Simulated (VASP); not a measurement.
A run of VASP 6.6.1:

INCAR

```
  PREC = Accurate
  ENCUT = 520
  EDIFF = 1E-7
  ISMEAR = 0
  SIGMA = 0.15
  LREAL = F
  LASPH = T
  NELM = 60
  ALGO = Fast
  ISIF = 2
  LWAVE = F
  LCHARG = T
  GGA = PS
  LELF = T
  LVHAR = T
  NBANDS = 14
```

The input KPOINTS:

```
regular mesh
0
Gamma
  20 20 20
```

Contents of POSCAR:

```
AlNi
1.0
    2.0314347276     -2.0314565373      0.0000000000
    2.0314347276      2.0314565373      0.0000000000
    0.0000000000      0.0000000000      2.8694088111
Al Ni
1 1
Direct
    0.0000000000      0.0000000000      0.0000000000
    0.5000000000      0.5000000000      0.5000000000
```

Potentials or basis: VASP PAW PBE potentials, release 64 (Al, Ni).

Run with:

```bash
$ cat potpaw_PBE.64/Al/POTCAR potpaw_PBE.64/Ni/POTCAR > POTCAR
$ mpirun -np 1 vasp_std > vasp.out
```

Hardware: 1 thread of AMD EPYC 7R13 (shared host).

Question: Estimate the wall time of this run.

Answer: Wall time 10 min on 1 thread of AMD EPYC 7R13 (shared host), peak memory 0.47 GiB. Counts: scf iterations 17, k points 1221.
